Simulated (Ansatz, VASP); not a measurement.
Y3AlN4: VASP beside Ansatz

File INCAR:

```
  PREC = Accurate
  ENCUT = 600
  EDIFF = 1E-6
  ISMEAR = 0
  SIGMA = 0.1
  LREAL = F
  LASPH = T
  NELM = 60
  ALGO = Normal
  ISIF = 3
  LWAVE = F
  LCHARG = F
  GGA = PE
  IBRION = 2
  NSW = 100
  EDIFFG = -0.01
```

File KPOINTS:

```
Automatic mesh
0
Gamma
  8 8 8
```

POSCAR

```
Y3AlN4
1.0
    4.7821707429      0.0000000000      0.0000000000
    0.0000000000      4.7821707429      0.0000000000
    0.0000000000      0.0000000000      4.7821707429
Y Al N
3 1 4
Direct
    0.0000000000      0.0000000000      0.5000000000
    0.5000000000      0.0000000000      0.0000000000
    0.0000000000      0.5000000000      0.0000000000
    0.5000000000      0.5000000000      0.5000000000
    0.5000000000      0.5000000000      0.0000000000
    0.0000000000      0.5000000000      0.5000000000
    0.5000000000      0.0000000000      0.5000000000
    0.0000000000      0.0000000000      0.0000000000
```

Input for Ansatz:

```yaml
crystal:
  lattice:
    - [4.7821707429, 0.0, 0.0]
    - [0.0, 4.7821707429, 0.0]
    - [0.0, 0.0, 4.7821707429]
  atoms:
    - { symbol: "Y", position: [0.0, 0.0, 0.5] }
    - { symbol: "Y", position: [0.5, 0.0, 0.0] }
    - { symbol: "Y", position: [0.0, 0.5, 0.0] }
    - { symbol: Al, position: [0.5, 0.5, 0.5] }
    - { symbol: "N", position: [0.5, 0.5, 0.0] }
    - { symbol: "N", position: [0.0, 0.5, 0.5] }
    - { symbol: "N", position: [0.5, 0.0, 0.5] }
    - { symbol: "N", position: [0.0, 0.0, 0.0] }
basis:
  ecutwfc: 420
kpoints:
  mp_grid: { grid: [8, 8, 8] }
hamiltonian:
  xc: pbe
scf:
  occupations: { method: gaussian, width: 0.1 }
output:
  forces: true
  stress: true
  eigenvalues: true
relax:
  adjacent_minimum: "off"
  f_tol: 0.01
  max_steps: 80
  cell: { stress_tol: 0.05 }
```

Alike in both runs: task relaxation of cell and atoms; functional PBE; k mesh 8 × 8 × 8; occupations gaussian, width 0.1 eV; no spin polarisation.

|  | VASP | Ansatz |
| --- | --- | --- |
| version | VASP 6.6.1 | Ansatz 0.2.0 |
| potentials or method | VASP PAW PBE potentials, release 64 (Y_sv, Al, N), cutoff 600 eV | scalar-relativistic, plane waves, PAW |
| valence electrons in the cell | 56 | 56 |

Ansatz gave:

```
gap on the k mesh at the Fermi level, each at its own relaxed structure (eV) : none
relaxed volume (Å³/atom)                                                     : 13.65
relaxed cell length with the largest relative difference (Å)                 : 4.780
```

Which values does VASP return?

gap on the k mesh at the Fermi level, each at its own relaxed structure (eV): none; relaxed volume (Å³/atom): 13.63; relaxed cell length with the largest relative difference (Å): 4.777.

A gap of «none» marks a metal or a gap that the smearing closes.
